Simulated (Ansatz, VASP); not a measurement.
Ba4HfTi3O12 in VASP and in Ansatz

Contents of INCAR:

```
SYSTEM = Ba4HfTi3O12
PREC     = Accurate       ! precision mode
ENCUT    = 520            ! plane-wave cutoff, eV
EDIFF    = 1E-6           ! SCF threshold, eV
ISMEAR   = -1             ! smearing method
SIGMA    = 0.01           ! smearing width, eV
LREAL    = Auto         
LASPH    = .TRUE.         ! aspherical terms in the spheres
NELM     = 60             ! most SCF steps
ALGO     = Normal         ! electronic algorithm
ISIF     = 2              ! what is computed and relaxed
LWAVE    = .FALSE.        ! write WAVECAR
LCHARG   = .FALSE.        ! write CHGCAR
GGA      = PE             ! functional
IBRION   = 2              ! ionic algorithm
NSW      = 60             ! ionic steps
EDIFFG   = -0.03          ! ionic threshold
LUSENCCL = .FALSE.
```

KPOINTS

```
Automatic mesh
0
G
  3 3 3
  0 0 0
```

Contents of POSCAR:

```
Ba4HfTi3O12
1.0
   -4.0060000000      4.0060000000      4.0060000000
    4.0060000000     -4.0060000000      4.0060000000
    4.0060000000      4.0060000000     -4.0060000000
Ba Hf Ti O
4 1 3 12
Direct
    0.5000000000      0.5000000000      0.5000000000
    0.0000000000      0.0000000000      0.5000000000
    0.0000000000      0.5000000000      0.0000000000
    0.5000000000      0.0000000000      0.0000000000
    0.0000000000      0.0000000000      0.0000000000
    0.5000000000      0.5000000000      0.0000000000
    0.5000000000      0.0000000000      0.5000000000
    0.0000000000      0.5000000000      0.5000000000
    0.0000000000      0.2500000000      0.2500000000
    0.5000000000      0.7500000000      0.2500000000
    0.5000000000      0.2500000000      0.7500000000
    0.0000000000      0.7500000000      0.7500000000
    0.2500000000      0.0000000000      0.2500000000
    0.7500000000      0.5000000000      0.2500000000
    0.7500000000      0.0000000000      0.7500000000
    0.2500000000      0.5000000000      0.7500000000
    0.2500000000      0.2500000000      0.0000000000
    0.7500000000      0.7500000000      0.0000000000
    0.7500000000      0.2500000000      0.5000000000
    0.2500000000      0.7500000000      0.5000000000
```

Input for Ansatz:

```yaml
crystal:
  lattice:
    - [-4.006, 4.006, 4.006]
    - [4.006, -4.006, 4.006]
    - [4.006, 4.006, -4.006]
  atoms:
    - { symbol: Ba, position: [0.5, 0.5, 0.5] }
    - { symbol: Ba, position: [0.0, 0.0, 0.5] }
    - { symbol: Ba, position: [0.0, 0.5, 0.0] }
    - { symbol: Ba, position: [0.5, 0.0, 0.0] }
    - { symbol: Hf, position: [0.0, 0.0, 0.0] }
    - { symbol: Ti, position: [0.5, 0.5, 0.0] }
    - { symbol: Ti, position: [0.5, 0.0, 0.5] }
    - { symbol: Ti, position: [0.0, 0.5, 0.5] }
    - { symbol: O, position: [0.0, 0.25, 0.25] }
    - { symbol: O, position: [0.5, 0.75, 0.25] }
    - { symbol: O, position: [0.5, 0.25, 0.75] }
    - { symbol: O, position: [0.0, 0.75, 0.75] }
    - { symbol: O, position: [0.25, 0.0, 0.25] }
    - { symbol: O, position: [0.75, 0.5, 0.25] }
    - { symbol: O, position: [0.75, 0.0, 0.75] }
    - { symbol: O, position: [0.25, 0.5, 0.75] }
    - { symbol: O, position: [0.25, 0.25, 0.0] }
    - { symbol: O, position: [0.75, 0.75, 0.0] }
    - { symbol: O, position: [0.75, 0.25, 0.5] }
    - { symbol: O, position: [0.25, 0.75, 0.5] }
kpoints:
  mp_grid: { grid: [3, 3, 3] }
scf:
  occupations: { method: fermi_dirac, width: 0.01 }
hamiltonian:
  xc: pbe
  pseudopotentials: { kind: paw }
output:
  forces: true
  stress: true
  populations: true
  efg:
    quadrupole_moments_barn: { Ba: 0.236, Hf: 3.365, Ti: 0.247, O: -0.02558 }
    contact_densities: true
  write_density: true
  write_potential: true
  elf: true
  volumetric_format: npy
relax:
  f_tol: 0.03
  max_steps: 40
```

Alike in both runs: task relaxation of the atoms; functional PBE; k mesh 3 × 3 × 3; occupations fermi-dirac, width 0.01 eV; no spin polarisation.

|  | VASP | Ansatz |
| --- | --- | --- |
| version | VASP 6.6.1 | Ansatz 0.2.0 |
| potentials or method | VASP PAW PBE potentials, release 64 (Ba_sv, Hf_pv, Ti_sv, O) | plane-wave PAW, scalar-relativistic |
| plane-wave cutoff (eV) | 520 | 420 |
| valence electrons in the cell | 158 | 174 |

|  | VASP | Ansatz | Ansatz less VASP |
| --- | --- | --- | --- |
| gap on the k mesh at the Fermi level, each at its own relaxed structure (eV) | 2.10 | 2.17 | +0.069 |

VASP's potentials hold 158 valence electrons a cell and Ansatz's 174, so a difference there can come from the potentials and not from the codes. Ansatz's warnings: stress scf threshold loose.

Spin-orbit coupling is off throughout.
